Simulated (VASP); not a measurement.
# Si (I4_1/amd) in VASP: G0W0 quasiparticle levels with PBEsol

Aim: the G0W0 quasiparticle levels of Si with PBEsol.

Everything below comes from runs of VASP 6.6.1. Logs are shortened: lines on timing, memory, paths and dates and some standing lists are left out, and cuts for length are marked.

## 1. The cell of the first run

The structure is tetragonal, space group I4_1/amd (No. 141). The conventional cell has a = 3.881 Å, b = 3.881 Å, c = 5.390 Å, α = 90.00°, β = 90.00°, γ = 90.00°. Within 3.1 Å of Si (site symmetry -4m2) lie 4 Si at 2.36 Å.

## 2. G0W0 quasiparticle levels, PBEsol

File POSCAR:

```
Si
1.0
    0.0000000000      2.7439987348      2.6951656512
    2.7439987348      0.0000000000      2.6951656512
    2.7439987348      2.7439987348      0.0000000000
Si
2
Direct
    0.0000000000      0.0000000000      0.0000000000
    0.2500000000      0.2500000000      0.2500000000
```

File INCAR.step1:

```
SYSTEM = Si
  ALGO = Normal
  EDIFF = 1E-8
  ENCUT = 500
  GGA = PS
  ISMEAR = 0
  LASPH = .True.
  LCHARG = .False.
  LREAL = .False.
  LWAVE = .True.
  NELM = 80
  PREC = Accurate
  SIGMA = 0.01
```

File INCAR.step2:

```
SYSTEM = Si
  ALGO = Exact
  EDIFF = 1E-8
  ENCUT = 500
  GGA = PS
  ISMEAR = 0
  ISTART = 1
  LASPH = .True.
  LCHARG = .False.
  LOPTICS = .True.
  LREAL = .False.
  LWAVE = .True.
  NBANDS = 226
  NELM = 1
  PREC = Accurate
  SIGMA = 0.01
```

File INCAR.step3:

```
SYSTEM = Si
  ALGO = EVGW0
  EDIFF = 1E-8
  ENCUT = 500
  ENCUTGW = 180.0
  GGA = PS
  ISMEAR = 0
  ISTART = 1
  LASPH = .True.
  LCHARG = .False.
  LREAL = .False.
  LWAVE = .False.
  NBANDS = 226
  NBANDSGW = 12
  NELMGW = 1
  NOMEGA = 96
  OMEGAMAX = 20
  PREC = Accurate
  PRECFOCK = Fast
  SIGMA = 0.01
```

File KPOINTS:

```
k-points
0
Gamma
  4 4 4
  0 0 0
```

Potentials or basis: VASP PAW PBE potentials, release 64 (Si_GW).

On the command line:

```bash
$ cat potpaw_PBE.64/Si_GW/POTCAR > POTCAR
$ cp INCAR.step1 INCAR
$ mpirun -np 1 vasp_std > vasp.out
$ cp INCAR.step2 INCAR
$ mpirun -np 1 vasp_std > vasp.out
$ cp INCAR.step3 INCAR
$ mpirun -np 1 vasp_std > vasp.out
```

OUTCAR:

```text
SYSTEM = Si
   EDIFF = 1E-8
   ENCUT = 500
   ENCUTGW = 180.0
   GGA = PS
   ISMEAR = 0
   ISTART = 1
   LASPH = .True.
   LREAL = .False.
   NELMGW = 1
   PREC = Accurate
   PRECFOCK = Fast

 ion  position               nearest neighbor table
   1  0.000  0.000  0.000-   2 2.36   2 2.36   2 2.36   2 2.36
   2  0.250  0.250  0.250-   1 2.36   1 2.36   1 2.36   1 2.36

  LATTYP: Found a body centered tetragonal cell.
 ALAT       =     3.8806002259
 C/A-ratio  =     1.3890457632

  Lattice vectors:

 A1 = (   0.0000000000,  -2.7439987348,  -2.6951656512)
 A2 = (   0.0000000000,   2.7439987348,  -2.6951656512)
 A3 = (   2.7439987348,   0.0000000000,   2.6951656512)

Analysis of symmetry for initial positions (statically):
=====================================================================
 Subroutine PRICEL returns:
 Original cell was already a primitive cell.

 Routine SETGRP: Setting up the symmetry group for a
 body centered tetragonal supercell.

 Subroutine GETGRP returns: Found 16 space group operations
 (whereof  8 operations were pure point group operations)
 out of a pool of 16 trial point group operations.

The static configuration has the point symmetry D_2d.
 The point group associated with its full space group is D_4h.

Analysis of symmetry for dynamics (positions and initial velocities):
=====================================================================
 Subroutine PRICEL returns:
 Original cell was already a primitive cell.

 Routine SETGRP: Setting up the symmetry group for a
 body centered tetragonal supercell.

 Subroutine GETGRP returns: Found 16 space group operations
 (whereof  8 operations were pure point group operations)
 out of a pool of 16 trial point group operations.

The dynamic configuration has the point symmetry D_2d.
 The point group associated with its full space group is D_4h.

 Subroutine INISYM returns: Found 16 space group operations
 (whereof  8 operations are pure point group operations),
 and found     1 'primitive' translations

[... 81 lines left out ...]
   NELM   =     60;   NELMIN=  2; NELMDL=  0     # of ELM steps
   EDIFF  = 0.1E-07   stopping-criterion for ELM
   LREAL  =      F    real-space projection
   EDIFFG = 0.1E-06   stopping-criterion for IOM
   NSW    =      0    number of steps for IOM
   IBRION =     -1    ionic relax: 0-MD 1-quasi-New 2-CG
   NFREE  =      0    steps in history (QN), initial steepest desc. (CG)
   ISIF   =      0    stress and relaxation
   ISYM   =      3    0-nonsym 1-usesym 2-fastsym
   POTIM  = 0.5000    time-step for ionic-motion
   TEBEG  =    0.0;   TEEND  =   0.0 temperature during run
   PSTRESS=    0.0 pullay stress
   NELECT =       8.0000    total number of electrons
   NUPDOWN=      -1.0000    fix difference up-down
   EMIN   =  10.00;   EMAX   =-10.00  energy-range for DOS
   EFERMI =   0.00;   METHOD = LEGACY
   ISMEAR =     0;   SIGMA  =   0.01  broadening in eV -4-tet -1-fermi 0-gaus
   EFERMI_NEDOS =   21; number of points for ismear=-14 and -15
   IALGO  =     38    algorithm
   IMIX   =      4    mixing-type and parameters
     AMIX     =   0.40;   BMIX     =  1.00
     AMIX_MAG =   1.60;   BMIX_MAG =  1.00
  volume/ion in A,a.u.               =      20.29       136.95
  Fermi-wavevector in a.u.,A,eV,Ry     =   0.952746  1.800429 12.350344  0.907725
  Thomas-Fermi vector in A             =   2.081337
   LORBIT       =      0    0 simple, 1 ext, 2 COOP (PROOUT), +10 PAW based schemes
   GGA     = PS    functional components
   LHFCALC =     T    Hartree Fock is set to
   PRECFOCK=fast      Normal, Fast or Accurate (Low or Medium for compatibility)
   ENCUT4O =  -1.0   cutoff for four orbital integrals eV
   NKREDX  =     1    reduce k-point grid by
   NKREDY  =     1    reduce k-point grid by
   NKREDZ  =     1    reduce k-point grid by
   AEXX    =    1.0000 exact exchange contribution
   HFSCREEN=    0.0000 screening length (either q_TF or 0.3 A-1)
   HFSCREENC=   0.0000 screening length for correlation (either q_TF or 0.3 A-1)
   ENCUTFOCK=  -1.0 apply spherical cutoff to Coloumb kernel
   IVDW    =     0    specifies the selected vdW correction
   LEPSILON=     F    determine dielectric tensor
   LRPA    =     F    only Hartree local field effects (RPA)
   LRPAFORCE           =     F    calculate RPA forces
   ENCUTGW             = 180.0    cutoff for response function in eV
   ENCUTGWSOFT         = 144.0    soft cutoff for Coulomb kernel in GW response function in eV
   ENCUTLF             =  -1.0    cutoff for local field effects
   NELMGW              =     1    number of iterations in solving QP/BSE equation
   NELMHF              =     1    number of iterations in the inner HF iteration
   NKREDLFX            =     1    NKREDLFY  =   1   NKREDLFZ  =   1
 non-spin polarized calculation
 Gauss-broadening in eV      SIGMA  =   0.01
  energy-cutoff  :      500.00
  volume of cell :       40.59
 maximum number of plane-waves:      1044
  NGX = 16; NGY = 16; NGZ = 16
   NGX = 13   NGY = 13   NGZ = 15
 maximum number of plane-waves:       233

 QP shifts <psi_nk| G(iteration)W_0 |psi_nk>: iteration 1
 for sc-GW calculations column KS-energies equals QP-energies in previous step
 and V_xc(KS)=  KS-energies - (<T + V_ion + V_H > + <T+V_H+V_ion>^1  + <V_x>^1)

 k-point   1 :       0.0000    0.0000    0.0000
  band No.  KS-energies  QP-energies   sigma(KS)   V_xc(KS)     V^pw_x(r,r')   Z            occupation Imag(sigma)

      1      -6.5718      -7.0341     -11.1054     -10.4430     -17.4111       0.6978       2.0000       1.1388
      2       5.2955       4.7156     -12.1345     -11.3730     -12.9597       0.7614       2.0000       0.0156
      3       5.2955       4.7156     -12.1345     -11.3730     -12.9597       0.7614       2.0000       0.0156
      4       5.4178       4.8397     -12.1030     -11.3425     -12.9005       0.7602       2.0000       0.0139
      5       7.7894       7.8918      -9.9947     -10.1299      -5.5734       0.7579       0.0000      -0.0746
      6       7.8539       7.9553      -9.9872     -10.1209      -5.5527       0.7583       0.0000      -0.0748
      7       7.8539       7.9553      -9.9872     -10.1209      -5.5527       0.7583       0.0000      -0.0748
      8       8.4953       8.6844     -10.8104     -11.0645      -5.8672       0.7441       0.0000      -0.0934
      9      12.8345      12.9807      -9.8127     -10.0051      -4.1964       0.7598       0.0000      -0.2056
     10      12.9770      12.9001      -8.1022      -8.0036      -2.6132       0.7792       0.0000      -0.2791
     11      13.1534      13.2961      -9.8304     -10.0205      -4.1360       0.7507       0.0000      -0.2253
     12      16.1916      16.0705      -8.6151      -8.4558      -2.2425       0.7603       0.0000      -0.5557
[... 180 lines left out ...]
      1      -2.3155      -2.8035     -11.6672     -10.9566     -16.0117       0.6867       2.0000       0.4482
      2      -2.3155      -2.8035     -11.6672     -10.9566     -16.0117       0.6867       2.0000       0.4482
      3       1.4641       0.9161     -10.7623     -10.0126     -12.8251       0.7309       2.0000       0.0718
      4       1.4641       0.9161     -10.7623     -10.0126     -12.8251       0.7309       2.0000       0.0718
      5       9.6359       9.6408      -9.6823      -9.6888      -4.8781       0.7556       0.0000      -0.1056
      6       9.6359       9.6408      -9.6823      -9.6888      -4.8781       0.7556       0.0000      -0.1056
      7      10.3816      10.4966     -10.0270     -10.1827      -4.6589       0.7382       0.0000      -0.1511
      8      10.3816      10.4966     -10.0270     -10.1827      -4.6589       0.7382       0.0000      -0.1511
      9      15.5537      15.6001     -10.6520     -10.7160      -3.8954       0.7259       0.0000      -0.5172
     10      15.5537      15.6001     -10.6520     -10.7160      -3.8954       0.7259       0.0000      -0.5172
     11      17.9713      18.0351     -10.3515     -10.4387      -3.3864       0.7316       0.0000      -0.6991
     12      17.9713      18.0351     -10.3515     -10.4387      -3.3864       0.7316       0.0000      -0.6991
```

OUTCAR.step2:

```text
SYSTEM = Si
   EDIFF = 1E-8
   ENCUT = 500
   GGA = PS
[... 792 lines left out ...]
  --------------------------------------------------------------------------------------------------------------
     0.00000    26.95773    26.95773    26.37500     0.00000     0.00000    -0.00000
     2.19417    63.70015    63.70015    62.04502     0.00000     0.00000    -0.00000
     4.38833   -27.90499   -27.90499   -31.74767    -0.00000     0.00000     0.00000
     6.58250    -6.21294    -6.21294    -6.43217    -0.00000    -0.00000     0.00000
     8.77667    -3.64094    -3.64094    -3.47424     0.00000     0.00000     0.00000
    10.97084    -2.57746    -2.57746    -2.39370     0.00000    -0.00000     0.00000
[... 92 lines left out ...]
   215.02841     0.99229     0.99229     0.99227    -0.00000    -0.00000     0.00000
   217.22258     0.99245     0.99245     0.99243    -0.00000    -0.00000     0.00000
```

It took 4 min on 1 thread of AMD EPYC 9R45 (Zen 5), shared host; peak memory 0.55 GiB.

What came out:

```
Quasiparticle gap                                   : 1.03 eV
Least direct quasiparticle gap                      : 3.05 eV
Band gap of the starting levels on the mesh         : 0.42 eV
Least direct gap of the starting levels on the mesh : 2.37 eV
```

Caveat: the k points lie up to 0.50 Å⁻¹ apart; bands, screening cutoff and mesh are small and nothing is extrapolated, so the quasiparticle values aren't converged.
